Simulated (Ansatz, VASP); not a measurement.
One calculation of Ag2Sn, two programs

```
CELL_PARAMETERS angstrom
0.00000 3.27421 3.27421
3.27421 0.00000 3.27421
3.27421 3.27421 0.00000
ATOMIC_POSITIONS crystal
Ag 0.25000 0.25000 0.25000
Ag 0.75000 0.75000 0.75000
Sn 0.00000 0.00000 0.00000
```

Alike in both runs: functional PBE; k mesh 12 × 12 × 12; occupations gaussian, width 0.1 eV; no spin polarisation.

Ansatz relaxed the structure, and its values are those at the end. VASP's run is a single point on that final structure, the one shown.

|  | VASP | Ansatz |
| --- | --- | --- |
| version | VASP 6.6.1 | Ansatz 0.2.0 |
| potentials or method | VASP PAW PBE potentials, release 64 (Ag, Sn_d), cutoff 520 eV | scalar-relativistic, plane waves, PAW |
| valence electrons in the cell | 36 | 52 |

```csv
,VASP,Ansatz,Ansatz less VASP
gap on the k mesh at the Fermi level (eV),none,none,-
pressure (GPa),0.0,0.0,+0.01
```

A gap of «none» marks a metal or a gap that the smearing closes. With one functional, cell and mesh, what is left measures potentials, basis and numerics. VASP's potentials hold 36 valence electrons a cell and Ansatz's 52, so a difference there can come from the potentials and not from the codes.
